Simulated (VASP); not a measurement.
# CoW2 (Cmcm) in VASP: notebook

Runs on CoW2. Level: PBE. Tasks: single point.

Program: VASP 6.6.1. These are calculated values, not measurements. Logs are shortened: lines on timing, memory, paths and dates and some standing lists are left out, and cuts for length are marked.

### 1 The cell of the first run

The structure is orthorhombic, space group Cmcm (No. 63). Conventional cell: a = 8.506 Å, b = 4.593 Å, c = 4.423 Å, α = 90.00°, β = 90.00°, γ = 90.00°. Co (site symmetry m2m) has 10 W at 2.58 to 2.87 Å and 2 Co at 2.69 Å within 3.4 Å. W (site symmetry m) has 5 Co at 2.58 to 2.87 Å and 7 W at 2.72 to 2.83 Å within 3.4 Å.

### 2 Single point, PBE, collinear spin, ferromagnetic start

INCAR reads:

```
SYSTEM = CoW2
PREC     = Accurate       ! precision mode
ENCUT    = 520            ! plane-wave cutoff, eV
EDIFF    = 1E-6           ! SCF threshold, eV
ISMEAR   = 0              ! smearing method
SIGMA    = 0.1            ! smearing width, eV
LREAL    = .False.        ! projectors in reciprocal space
LASPH    = .True.         ! aspherical terms in the spheres
NELM     = 150            ! most SCF steps
ALGO     = Normal         ! electronic algorithm
ISIF     = 2              ! what is computed and relaxed
LWAVE    = .False.        ! write WAVECAR
LCHARG   = .True.         ! write CHGCAR
ISPIN    = 2              ! spin polarisation
MAGMOM   = 3 3 0 0 0 0    ! initial moments
LORBIT   = 11             ! projections on sites
LMAXMIX  = 4              ! l up to which the mixer works
GGA      = PE             ! functional
LELF     = .True.         ! ELF
LVHAR    = .True.       
NBANDS   = 50             ! bands
```

KPOINTS reads:

```
regular mesh
0
Gamma
  6 6 4
  0 0 0
```

POSCAR reads:

```
CoW2
1.0
    4.2531999485     -2.2964037310      0.0000000000
    4.2531999485      2.2964037310      0.0000000000
    0.0000000000      0.0000000000      4.4227138131
Co W
2 4
Direct
    0.8341618784      0.1658381216      0.7500000000
    0.1658381216      0.8341618784      0.2500000000
    0.1454381310      0.5294227903      0.7500000000
    0.4705772097      0.8545618690      0.7500000000
    0.5294227903      0.1454381310      0.2500000000
    0.8545618690      0.4705772097      0.2500000000
```

Potentials or basis: VASP PAW PBE potentials, release 64 (Co, W_sv).

Run with:

```
cat potpaw_PBE.64/Co/POTCAR potpaw_PBE.64/W_sv/POTCAR > POTCAR
mpirun -np 1 vasp_std > vasp.out
```

OUTCAR:

```text
SYSTEM = CoW2
   PREC = Accurate
   ENCUT = 520
   EDIFF = 1E-6
   ISMEAR = 0
   LREAL = .False.
   LASPH = .True.
   NELM = 150
   ISIF = 2
   ISPIN = 2
   LORBIT = 11
   GGA = PE

 ion  position               nearest neighbor table
   1  0.834  0.166  0.750-   4 2.58   3 2.58   2 2.69   2 2.69   5 2.69   5 2.69   6 2.69   6 2.69
                             4 2.78   3 2.78   4 2.87   3 2.87
   2  0.166  0.834  0.250-   6 2.58   5 2.58   1 2.69   1 2.69   3 2.69   3 2.69   4 2.69   4 2.69
                             5 2.78   6 2.78   6 2.87   5 2.87
   3  0.145  0.529  0.750-   1 2.58   2 2.69   2 2.69   6 2.72   6 2.72   4 2.74   4 2.74   4 2.77
                             1 2.78   5 2.83   5 2.83   1 2.87
   4  0.471  0.855  0.750-   1 2.58   2 2.69   2 2.69   5 2.72   5 2.72   3 2.74   3 2.74   3 2.77
                             1 2.78   6 2.83   6 2.83   1 2.87
   5  0.529  0.145  0.250-   2 2.58   1 2.69   1 2.69   4 2.72   4 2.72   6 2.74   6 2.74   6 2.77
                             2 2.78   3 2.83   3 2.83   2 2.87
   6  0.855  0.471  0.250-   2 2.58   1 2.69   1 2.69   3 2.72   3 2.72   5 2.74   5 2.74   5 2.77
                             2 2.78   4 2.83   4 2.83   2 2.87

  LATTYP: Found a base centered orthorhombic cell.
 ALAT       =     4.5928074620
 B/A-ratio  =     1.8521133244
 C/A-ratio  =     0.9629652124

  Lattice vectors:

 A1 = (  -4.2531999485,  -2.2964037310,   0.0000000000)
 A2 = (   4.2531999485,  -2.2964037310,   0.0000000000)
 A3 = (   0.0000000000,   0.0000000000,   4.4227138131)

Analysis of symmetry for initial positions (statically):
=====================================================================
 Subroutine PRICEL returns:
 Original cell was already a primitive cell.

 Routine SETGRP: Setting up the symmetry group for a
 base centered orthorhombic supercell.

 Subroutine GETGRP returns: Found  8 space group operations
 (whereof  4 operations were pure point group operations)
 out of a pool of  8 trial point group operations.

The static configuration has the point symmetry C_2h.
 The point group associated with its full space group is D_2h.

Analysis of symmetry for dynamics (positions and initial velocities):
=====================================================================
 Subroutine PRICEL returns:
 Original cell was already a primitive cell.

 Routine SETGRP: Setting up the symmetry group for a
 base centered orthorhombic supercell.

 Subroutine GETGRP returns: Found  8 space group operations
 (whereof  4 operations were pure point group operations)
 out of a pool of  8 trial point group operations.

The dynamic configuration has the point symmetry C_2h.
 The point group associated with its full space group is D_2h.

Analysis of structural, dynamic, and magnetic symmetry:
=====================================================================
 Subroutine PRICEL returns:
 Original cell was already a primitive cell.

 Routine SETGRP: Setting up the symmetry group for a
 base centered orthorhombic supercell.
[... 160 lines left out ...]
  free energy    TOTEN  =       -64.11818402 eV

  energy without entropy =      -64.07791264  energy(sigma->0) =      -64.09804833

 E-fermi :  10.6179     XC(G=0): -13.4808

 val. band max:       10.6124213256   @ k =   0.1667   0.1667   0.0000
 cond. band min:      10.6319357544   @ k =   0.5000   0.3333   0.5000
 fundamental gap:      0.0195144289
 Fermi energy:        10.6179147356

 spin component 1

 k-point     1 :       0.0000    0.0000    0.0000
  band No.  band energies     occupation
      1     -63.1745      1.00000
      2     -63.0686      1.00000
      3     -63.0475      1.00000
      4     -63.0230      1.00000
      5     -27.8462      1.00000
      6     -27.7862      1.00000
[... 1237 lines left out ...]
     48      14.9380      0.00000
     49      15.3739      0.00000

 [... further k-points ...]

 spin component 2

 k-point     1 :       0.0000    0.0000    0.0000
  band No.  band energies     occupation
      1     -63.1745      1.00000
      2     -63.0686      1.00000
      3     -63.0475      1.00000
      4     -63.0230      1.00000
      5     -27.8462      1.00000
      6     -27.7861      1.00000
[... 1237 lines left out ...]
     48      14.9380      0.00000
     49      15.3739      0.00000

 [... further k-points ...]

 [bands above 49 left out]

------------------------ aborting loop because EDIFF is reached ----------------------------------------

  FORCE on cell =-STRESS in cart. coord.  units (eV):
  Direction    XX          YY          ZZ          XY          YZ          ZX
  --------------------------------------------------------------------------------------
  -------------------------------------------------------------------------------------
  Total        0.1075517     -0.0214877      0.1281129      0.0000000     -0.0000000      0.0000000
  in kB        1.9945509     -0.3984900      2.3758580      0.0000000     -0.0000000      0.0000000
  external PRESSURE =       1.3239730 kB  Pullay stress =       0.0000000 kB

 VOLUME and BASIS-vectors are now :
 -----------------------------------------------------------------------------
  energy-cutoff  :      520.00
  volume of cell :       86.39
      direct lattice vectors                 reciprocal lattice vectors
     4.253199948 -2.296403731  0.000000000     0.117558546 -0.217731749  0.000000000
     4.253199948  2.296403731  0.000000000     0.117558546  0.217731749  0.000000000
     0.000000000  0.000000000  4.422713813     0.000000000  0.000000000  0.226105519

 POSITION                                       TOTAL-FORCE (eV/Angst)
 -----------------------------------------------------------------------------------
      4.25320     -1.53474      3.31704         0.000000      0.018737     -0.000000
      4.25320      1.53474      1.10568         0.000000     -0.018737      0.000000
      2.87032      0.88178      3.31704         0.001031     -0.000412     -0.000000
      5.63608      0.88178      3.31704        -0.001031     -0.000412     -0.000000
      2.87032     -0.88178      1.10568         0.001031      0.000412      0.000000
      5.63608     -0.88178      1.10568        -0.001031      0.000412      0.000000
 -----------------------------------------------------------------------------------
    total drift:                                0.000000     -0.000000      0.000000

  FREE ENERGIE OF THE ION-ELECTRON SYSTEM (eV)
  ---------------------------------------------------
  free  energy   TOTEN  =       -64.1181840215 eV

  energy  without entropy=      -64.0779126436  energy(sigma->0) =      -64.09804833

 total charge

# of ion       s       p       d       tot
------------------------------------------
    1        0.483   0.529   7.326   8.338
    2        0.483   0.529   7.326   8.338
    3        2.417   6.306   3.351  12.075
    4        2.417   6.306   3.351  12.075
    5        2.417   6.306   3.351  12.075
    6        2.417   6.306   3.351  12.075
--------------------------------------------------
tot         10.636  26.284  28.056  64.976

 magnetization (x)

# of ion       s       p       d       tot
------------------------------------------
    1       -0.000   0.000  -0.000  -0.000
    2       -0.000   0.000  -0.000  -0.000
    3        0.000   0.000   0.000   0.000
    4        0.000   0.000   0.000   0.000
    5        0.000   0.000   0.000   0.000
    6        0.000   0.000   0.000   0.000
--------------------------------------------------
tot         -0.000   0.000  -0.000  -0.000
```

OSZICAR:

```text
N       E                     dE             d eps       ncg     rms          rms(c)
DAV:   1     0.916089127149E+03    0.91609E+03   -0.39077E+04  7832   0.183E+03
DAV:   2     0.284668267764E+01   -0.91324E+03   -0.88170E+03  7864   0.552E+02
[... 14 lines left out ...]
DAV:  17    -0.641180844557E+02   -0.99327E-03   -0.67981E-03 10540   0.608E-01    0.174E-01
DAV:  18    -0.641182064280E+02   -0.12197E-03   -0.18878E-03 11006   0.289E-01    0.118E-01
DAV:  19    -0.641181883200E+02    0.18108E-04   -0.27900E-04  9972   0.103E-01    0.522E-02
DAV:  20    -0.641181870576E+02    0.12625E-05   -0.20414E-04  9746   0.108E-01    0.305E-02
DAV:  21    -0.641181841818E+02    0.28758E-05   -0.31820E-05  8338   0.435E-02    0.131E-02
DAV:  22    -0.641181840215E+02    0.16027E-06   -0.91050E-06  6580   0.242E-02
   1 F= -.64118184E+02 E0= -.64098048E+02  d E =-.402714E-01  mag=     0.0003
```

Wall time 4.7 min (1 thread of Intel Xeon 6975P-C (Granite Rapids), shared host); peak memory 0.39 GiB.

What came out:

```yaml
Free_energy: -64.1182 eV
Pressure: 0.1 GPa
Largest_force: 0.019 eV/Å
Band_gap_on_the_k_mesh: zero (filled and empty bands overlap)
Net_moment: 0.00 μB per cell
Valence_electrons_inside_the_program's_atomic_spheres: Co 8.34; W 12.07
```

Forces in eV/Å, atoms in the order of the input:
```
Co   0.000  0.019  0.000
Co   0.000 -0.019  0.000
W    0.001  0.000  0.000
W   -0.001  0.000  0.000
W    0.001  0.000  0.000
W   -0.001  0.000  0.000
```

Caveat: the starting moments collapsed, and a magnetic state may lie lower; spin-orbit coupling is left out, which moves the levels of the heavy elements.

### 3 Single point, PBE

INCAR reads:

```
SYSTEM = CoW2
  PREC = Accurate
  ENCUT = 520
  EDIFF = 1E-6
  ISMEAR = 0
  SIGMA = 0.1
  LREAL = .False.
  LASPH = .True.
  NELM = 60
  ALGO = Fast
  ISIF = 2
  LWAVE = .False.
  LCHARG = .False.
  GGA = PE
  NBANDS = 46
```

KPOINTS reads:

```
Automatic mesh
0
Gamma
  10 10 8
  0 0 0
```

POSCAR reads:

```
CoW2
1.0
    4.2743631401     -2.2920541485      0.0000000000
    4.2743631401      2.2920541485      0.0000000000
    0.0000000000      0.0000000000      4.4095442704
Co W
2 4
Direct
    0.8334913464      0.1665086536      0.2500000000
    0.1665086536      0.8334913464      0.7500000000
    0.1430856149      0.5317584853      0.2500000000
    0.4682415147      0.8569143851      0.2500000000
    0.5317584853      0.1430856149      0.7500000000
    0.8569143851      0.4682415147      0.7500000000
```

Potentials or basis: VASP PAW PBE potentials, release 64 (Co, W_sv).

Run with:

```
cat potpaw_PBE.64/Co/POTCAR potpaw_PBE.64/W_sv/POTCAR > POTCAR
mpirun -np 1 vasp_std > vasp.out
```

OUTCAR:

```text
SYSTEM = CoW2
   PREC = Accurate
   ENCUT = 520
   EDIFF = 1E-6
   ISMEAR = 0
   LREAL = .False.
   LASPH = .True.
   NELM = 60
   ISIF = 2
   GGA = PE

 ion  position               nearest neighbor table
   1  0.833  0.167  0.250-   4 2.57   3 2.57   2 2.68   2 2.68   5 2.68   5 2.68   6 2.68   6 2.68
                             4 2.79   3 2.79   4 2.89   3 2.89
   2  0.167  0.833  0.750-   6 2.57   5 2.57   1 2.68   1 2.68   3 2.68   3 2.68   4 2.68   4 2.68
                             5 2.79   6 2.79   6 2.89   5 2.89
   3  0.143  0.532  0.250-   1 2.57   2 2.68   2 2.68   6 2.71   6 2.71   4 2.74   4 2.74   4 2.78
                             1 2.79   5 2.83   5 2.83   1 2.89
   4  0.468  0.857  0.250-   1 2.57   2 2.68   2 2.68   5 2.71   5 2.71   3 2.74   3 2.74   3 2.78
                             1 2.79   6 2.83   6 2.83   1 2.89
   5  0.532  0.143  0.750-   2 2.57   1 2.68   1 2.68   4 2.71   4 2.71   6 2.74   6 2.74   6 2.78
                             2 2.79   3 2.83   3 2.83   2 2.89
   6  0.857  0.468  0.750-   2 2.57   1 2.68   1 2.68   3 2.71   3 2.71   5 2.74   5 2.74   5 2.78
                             2 2.79   4 2.83   4 2.83   2 2.89

  LATTYP: Found a base centered orthorhombic cell.
 ALAT       =     4.5841082970
 B/A-ratio  =     1.8648613266
 C/A-ratio  =     0.9619197420

  Lattice vectors:

 A1 = (  -4.2743631401,  -2.2920541485,   0.0000000000)
 A2 = (   4.2743631401,  -2.2920541485,   0.0000000000)
 A3 = (   0.0000000000,   0.0000000000,   4.4095442704)

Analysis of symmetry for initial positions (statically):
=====================================================================
 Subroutine PRICEL returns:
 Original cell was already a primitive cell.

 Routine SETGRP: Setting up the symmetry group for a
 base centered orthorhombic supercell.

 Subroutine GETGRP returns: Found  8 space group operations
 (whereof  4 operations were pure point group operations)
 out of a pool of  8 trial point group operations.

The static configuration has the point symmetry C_2h.
 The point group associated with its full space group is D_2h.

Analysis of symmetry for dynamics (positions and initial velocities):
[... 142 lines left out ...]
  Fermi-wavevector in a.u.,A,eV,Ry     =   1.554696  2.937949 32.886354  2.417079
  Thomas-Fermi vector in A             =   2.658744
   LORBIT       =      0    0 simple, 1 ext, 2 COOP (PROOUT), +10 PAW based schemes
   GGA     = PE    functional components
   LHFCALC =     F    Hartree Fock is set to
   AEXX    =    0.0000 exact exchange contribution
   IVDW    =     0    specifies the selected vdW correction
   LEPSILON=     F    determine dielectric tensor
   LRPA    =     F    only Hartree local field effects (RPA)
 non-spin polarized calculation
 RMM-DIIS sequential band-by-band and
 Gauss-broadening in eV      SIGMA  =   0.10
  energy-cutoff  :      520.00
  volume of cell :       86.40
 maximum number of plane-waves:      2360
   NGX = 19   NGY = 19   NGZ = 17

 number of electron      74.0000007 magnetization

 Free energy of the ion-electron system (eV)
  ---------------------------------------------------
  ext. energy  EPLUGINS =         0.00000000
  ---------------------------------------------------
  free energy    TOTEN  =       -64.12955184 eV

  energy without entropy =      -64.08929554  energy(sigma->0) =      -64.10942369

 E-fermi :  10.6215     XC(G=0): -13.4812

 val. band max:       10.6187120803   @ k =   0.4000   0.2000   0.0000
 cond. band min:      10.6224682612   @ k =   0.1000   0.0000   0.0000
 fundamental gap:      0.0037561809
 Fermi energy:        10.6215040850

 k-point     1 :       0.0000    0.0000    0.0000
  band No.  band energies     occupation
      1     -63.1797      2.00000
      2     -63.0731      2.00000
      3     -63.0553      2.00000
      4     -63.0282      2.00000
      5     -27.8474      2.00000
      6     -27.7932      2.00000
[... 1165 lines left out ...]
     45      14.0059      0.00000
     46      14.5880      0.00000

 [... further k-points ...]
[... 5 lines left out ...]
  --------------------------------------------------------------------------------------
  -------------------------------------------------------------------------------------
  Total        0.1876328      0.1347409      0.1728576      0.0000000     -0.0000000      0.0000000
  in kB        3.4793595      2.4985621      3.2053770      0.0000000     -0.0000000      0.0000000
  external PRESSURE =       3.0610995 kB  Pullay stress =       0.0000000 kB

 VOLUME and BASIS-vectors are now :
 -----------------------------------------------------------------------------
  energy-cutoff  :      520.00
  volume of cell :       86.40
      direct lattice vectors                 reciprocal lattice vectors
     4.274363140 -2.292054149  0.000000000     0.116976491 -0.218144934  0.000000000
     4.274363140  2.292054149  0.000000000     0.116976491  0.218144934  0.000000000
     0.000000000  0.000000000  4.409544270     0.000000000  0.000000000  0.226780805

 POSITION                                       TOTAL-FORCE (eV/Angst)
 -----------------------------------------------------------------------------------
      4.27436     -1.52876      1.10239         0.000000      0.007343     -0.000000
      4.27436      1.52876      3.30716         0.000000     -0.007343      0.000000
      2.88453      0.89086      1.10239         0.009494     -0.001033      0.000000
      5.66420      0.89086      1.10239        -0.009494     -0.001033      0.000000
      2.88453     -0.89086      3.30716         0.009494      0.001033     -0.000000
      5.66420     -0.89086      3.30716        -0.009494      0.001033     -0.000000
 -----------------------------------------------------------------------------------
    total drift:                                0.000000     -0.000000     -0.000000

  FREE ENERGIE OF THE ION-ELECTRON SYSTEM (eV)
  ---------------------------------------------------
  free  energy   TOTEN  =       -64.1295518353 eV

  energy  without entropy=      -64.0892955406  energy(sigma->0) =      -64.10942369
```

Wall time 17 min (1 thread of Oxide Virtual Turin-like, shared host); peak memory 0.53 GiB.

What came out:

```
Free energy            : -64.1296 eV
Pressure               : 0.3 GPa
Largest force          : 0.010 eV/Å
Band gap on the k mesh : zero (band 37 reaches 11.05 eV, above the bottom of band 38 at 10.35 eV)
```

Forces in eV/Å, atoms in the order of the input:
```
Co   0.000  0.007  0.000
Co   0.000 -0.007  0.000
W    0.009 -0.001  0.000
W   -0.009 -0.001  0.000
W    0.009  0.001  0.000
W   -0.009  0.001  0.000
```

Levels at points of the mesh, in eV from the Fermi level:
```
           k point  band 34  band 35  band 36  band 37  band 38  band 39  band 40  band 41
(0.00, 0.00, 0.00)    -1.00    -0.03     0.07     0.43     0.48     0.60     0.81     1.33
(0.50, 0.00, 0.00)    -1.15    -0.92    -0.31    -0.07    -0.01     0.24     0.46     1.04
(0.50, 0.50, 0.00)    -0.91    -0.75    -0.33    -0.22     0.33     0.51     0.99     1.07
(0.00, 0.00, 0.50)    -1.69    -0.82    -0.82    -0.27    -0.27     0.48     0.48     1.17
(0.50, 0.00, 0.50)    -0.77    -0.16    -0.16     0.04     0.04     1.02     1.02     1.77
(0.50, 0.50, 0.50)    -0.54    -0.50    -0.50     0.14     0.14     0.85     0.85     1.01
```

Caveat: spin-orbit coupling is left out, which moves the levels of the heavy elements.
